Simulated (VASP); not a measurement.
Wanted: the native input for a VASP 6.6.1 run.

* Task: single point
* Functional: PBE
* Potentials or basis: VASP PAW PBE potentials, release 64 (Si, C)
* Cutoff: 520 eV
* k mesh: 6 × 6 × 1
* Occupations: gaussian, width 0.1 eV
* Spin: collinear spin, ferromagnetic start
* Starting moments: [0.0, 0.0, 0.0, 0.0, 0.0, 0.0, 1.0, 1.0, 1.0, 1.0] μB
* Dipole correction: no
* Further INCAR settings: ALGO = Normal; EDIFF = 1e-06; NBANDS = 35

The structure of Si3C2 lies in POSCAR:

```
Si3C2
1.0
    2.7243899600      0.0000000000      0.0000000000
   -1.3621949800      2.3593909200      0.0000000000
    0.0000000000      0.0000000000     22.1585041900
Si C
6 4
Direct
    0.3333333300      0.6666666700      0.4000000000
    0.3333333300      0.6666666700      0.6000000000
    0.6666666700      0.3333333300      0.9000000000
    0.6666666700      0.3333333300      0.1000000000
    0.6666666700      0.3333333300      0.3000000000
    0.6666666700      0.3333333300      0.7000000000
    0.3333333300      0.6666666700      0.8000000000
    0.3333333300      0.6666666700      0.0000000000
    0.3333333300      0.6666666700      0.2000000000
    0.6666666700      0.3333333300      0.5000000000
```

The input as run:

INCAR

```
SYSTEM = Si3C2
PREC = Accurate
ENCUT = 520
EDIFF = 1E-6
ISMEAR = 0
SIGMA = 0.1
LREAL = .FALSE.
LASPH = .TRUE.
NELM = 150
ALGO = Normal
ISIF = 2
LWAVE = .FALSE.
LCHARG = .FALSE.
ISPIN = 2
MAGMOM = 0 0 0 0 0 0 1 1 1 1
LORBIT = 11
GGA = PE
NBANDS = 35
```

KPOINTS

```
regular mesh
0
G
  6 6 1
  0 0 0
```

Potentials or basis: VASP PAW PBE potentials, release 64 (Si, C).

Launch:

```sh
$ cat potpaw_PBE.64/Si/POTCAR potpaw_PBE.64/C/POTCAR > POTCAR
$ mpirun -np 1 vasp_std > vasp.out
```

Results of the run:

* Pressure: -16.2 GPa
* Largest force: 1.911 eV/Å
* Band gap on the k mesh: zero (filled and empty bands overlap)
* Net moment: 0.00 μB per cell
* Valence electrons inside the program's atomic spheres: Si 1.50, 1.46; C 2.01

Caveat: the k points lie up to 0.44 Å⁻¹ apart; forces of over 1 eV/Å act on the atoms, so gaps and moduli don't describe the material at rest.

Run time: 67 s on 1 thread of Intel(R) Xeon(R) 6975P-C (Granite Rapids), on a shared host, peak memory 0.31 GiB.
